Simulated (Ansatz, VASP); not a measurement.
One calculation of Pd, two programs

INCAR

```
SYSTEM = Pd
PREC = Accurate
ENCUT = 600
EDIFF = 1E-6
ISMEAR = 0
SIGMA = 0.1
LREAL = .FALSE.
LASPH = .TRUE.
NELM = 100
ALGO = Normal
ISIF = 3
LWAVE = .FALSE.
LCHARG = .FALSE.
GGA = PE
IBRION = 2
NSW = 100
EDIFFG = -0.01
```

The input KPOINTS:

```
Automatic mesh
0
G
  26 26 26
  0 0 0
```

File POSCAR:

```
Pd
1.0
   -1.6387741144      1.6387741144      1.4361347215
    1.6387741144     -1.6387741144      1.4361347215
    1.6387741144      1.6387741144     -1.4361347215
Pd
1
Direct
    0.0000000000      0.0000000000      0.0000000000
```

Input for Ansatz:

```yaml
crystal:
  lattice:
    - [-1.6387741144, 1.6387741144, 1.4361347215]
    - [1.6387741144, -1.6387741144, 1.4361347215]
    - [1.6387741144, 1.6387741144, -1.4361347215]
  atoms:
    - { symbol: Pd, position: [0.0, 0.0, 0.0] }
basis:
  ecutwfc: 420
kpoints:
  mp_grid: { grid: [26, 26, 26] }
hamiltonian:
  xc: pbe
scf:
  occupations: { method: gaussian, width: 0.1 }
output:
  forces: true
  stress: true
  eigenvalues: true
relax:
  adjacent_minimum: "off"
  f_tol: 0.01
  max_steps: 80
  cell: { stress_tol: 0.05 }
```

Alike in both runs: task relaxation of cell and atoms; functional PBE; k mesh 26 × 26 × 26; occupations gaussian, width 0.1 eV; no spin polarisation.

|  | VASP | Ansatz |
| --- | --- | --- |
| version | VASP 6.6.1 | Ansatz 0.2.0 |
| potentials or method | VASP PAW PBE potentials, release 64 (Pd), cutoff 600 eV | scalar-relativistic, plane waves, PAW |
| valence electrons in the cell | 10 | 18 |

```tsv
	VASP	Ansatz	Ansatz less VASP
gap on the k mesh at the Fermi level, each at its own relaxed structure (eV)	none	none	-
relaxed volume (Å³/atom)	15.42	15.45	+0.032
relaxed cell length with the largest relative difference (Å)	2.725	2.727	+0.0021
```

A gap of «none» marks a metal or a gap that the smearing closes. VASP's potentials hold 10 valence electrons a cell and Ansatz's 18, so a difference there can come from the potentials and not from the codes.
